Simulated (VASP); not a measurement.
Crystal: Nb2MoN3.

```
Nb Mo N
1.0
     5.25441    0.00000    0.00000
    -2.62720    4.55045    0.00000
     0.00000    0.00000    2.91344
Nb Mo N
2 1 3
Direct
  0.33333 0.66667 0.00000
  0.66667 0.33333 0.00000
  0.00000 0.00000 0.00000
  0.33330 0.00000 0.50000
  0.66670 0.66670 0.50000
  0.00000 0.33330 0.50000
```

- Program: VASP 6.6.1
- Task: relaxation of cell and atoms
- Functional: PBE
- Potentials or basis: VASP PAW PBE potentials, release 64 (Nb_sv, Mo_sv, N)
- Cutoff: 600 eV
- k mesh: 3 × 3 × 4
- Occupations: gaussian, width 0.15 eV
- Spin: collinear spin
- Starting moments: [0.0, 0.0, 1.0, 0.0, 0.0, 0.0] μB

At the start: pressure -22.4 GPa; volume 11.61 Å³/atom.

**Question.** How do energy, volume and symmetry change on relaxing?

**Answer.** Over 7 steps the energy falls by 73.3 meV/atom and the volume is 10.65 Å³/atom (-8.2 %); space group P-62m (No. 189, to 0.1 Å) before and after; moment 0.00 μB per cell.

Step by step:
| step | energy change (eV) | largest force (eV/Å) | pressure (GPa) | volume (Å³) |
| --- | --- | --- | --- | --- |
| 1 | 0.0000 | 0.1043 | -22.44 | 69.66 |
| 2 | 1.4735 | 0.2968 | 74.40 | 54.52 |
| 3 | -0.4275 | 0.0025 | -1.18 | 64.32 |
| 4 | -0.4288 | 0.0080 | -0.03 | 64.09 |
| 5 | -0.4288 | 0.0107 | 0.52 | 63.98 |
| 6 | -0.4360 | 0.0158 | 0.32 | 63.89 |
| 7 | -0.4397 | 0.0166 | 0.36 | 63.93 |

Final structure:
```xyz
6
Lattice="5.0771 0.0000 0.0000 -2.5385 4.3969 0.0000 0.0000 0.0000 2.8636" Properties=species:S:1:pos:R:3 pbc="T T T"
Nb    0.0000    2.9312    0.0000
Nb    2.5385    1.4656    0.0000
Mo    0.0000    0.0000    0.0000
N     1.6934    0.0000    1.4318
N     1.6918    2.9303    1.4318
N    -0.8467    1.4665    1.4318
```

Caveat: the k points lie up to 0.55 Å⁻¹ apart in the final cell.
